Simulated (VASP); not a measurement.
Runs of VASP 6.6.1 on GaN. The structure is that of space group P6_3mc (No. 186), or close to it. The cells are those of the table. 

```tsv
task	cell	k mesh	cutoff (eV)	smearing	gap on the mesh (eV)	pressure (GPa)
single point	a = 3.132, b = 3.132, c = 5.106 Å, angles 90.0, 90.0, 120.0°, 4 atoms	8 × 8 × 4	520	gaussian 0.01 eV	2.27	5.2
relaxation of cell and atoms	relaxed to 7 GPa from a = 3.152, b = 3.152, c = 5.138 Å, angles 90.0, 90.0, 120.0°, 4 atoms	8 × 8 × 4	600	gaussian 0.01 eV	2.33	7.0
single point	a = 3.105, b = 3.105, c = 5.063 Å, angles 90.0, 90.0, 120.0°, 4 atoms	8 × 8 × 4	520	gaussian 0.01 eV	2.45	(a)
single point	a = 3.118, b = 3.118, c = 5.084 Å, angles 90.0, 90.0, 120.0°, 4 atoms	8 × 8 × 4	520	gaussian 0.01 eV	2.36	8.3
single point	a = 3.142, b = 3.142, c = 5.122 Å, angles 90.0, 90.0, 120.0°, 4 atoms	8 × 8 × 4	520	gaussian 0.01 eV	2.21	3.2
relaxation of cell and atoms	relaxed to 4 GPa from a = 3.152, b = 3.152, c = 5.138 Å, angles 90.0, 90.0, 120.0°, 4 atoms	8 × 8 × 4	600	gaussian 0.01 eV	2.24	4.0
relaxation of cell and atoms	relaxed from a = 3.180, b = 3.180, c = 5.166 Å, angles 90.0, 90.0, 120.0°, 4 atoms	16 × 16 × 8	600	fermi-dirac 0.1 eV	2.11	0.0
relaxation of cell and atoms	relaxed to 10 GPa from a = 3.152, b = 3.152, c = 5.138 Å, angles 90.0, 90.0, 120.0°, 4 atoms	8 × 8 × 4	600	gaussian 0.01 eV	(b)	10.0
```

Alike in all rows: level LDA; potentials or basis VASP PAW LDA potentials, release 64 (Ga_d, N); no spin polarisation.

Task: Estimate the missing entries.

Result: (a) 11.3; (b) 2.41.

Caveats: the cell stands under pressure (at least some runs); the cell is relaxed towards a set pressure, so the run minimises the enthalpy, not the energy (at least some runs).

A k mesh can miss the band edges, and the runs leave out spin-orbit coupling on Ga.
